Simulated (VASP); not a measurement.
**Cr: single point with r2SCAN**

The system is Cr.

```
Cr
1.0
     0.00000    1.77487    1.77487
     1.77487    0.00000    1.77487
     1.77487    1.77487    0.00000
Cr
1
Direct
  0.00000 0.00000 0.00000
```

This cell differs from its parent crystal: volume scaled by 0.96.

```json
{
 "Program": "VASP 6.6.1",
 "Task": "single point",
 "Functional": "r2SCAN",
 "Potentials or basis": "VASP PAW PBE potentials, release 64 (Cr_pv)",
 "Cutoff": "520 eV",
 "k mesh": "17 × 17 × 17",
 "Occupations": "fermi-dirac, width 0.1 eV",
 "Spin": "no spin polarisation"
}
```

The pressure is 12.2 GPa. The band gap on the k mesh is zero (band 6 reaches 14.10 eV, above the bottom of band 7 at 10.62 eV).

Levels at points of the mesh, in eV from the Fermi level:
```
           k point  band 2  band 3  band 4  band 5  band 6  band 7  band 8  band 9  band 10  band 11
(0.00, 0.00, 0.00)  -43.90  -43.90   -8.28   -0.54   -0.54   -0.54    1.64    1.64     3.63    20.74
```

It took 2.6 min on 1 thread of Intel Xeon 8259CL (shared host), peak memory 0.14 GiB.

Caveat: the PAW data sets were made with another functional, which shifts forces and pressure a little; the run has no spin polarisation, though such a crystal can be magnetic. Spin polarisation is off, so any magnetic state and its effect on volume and gap are missing.
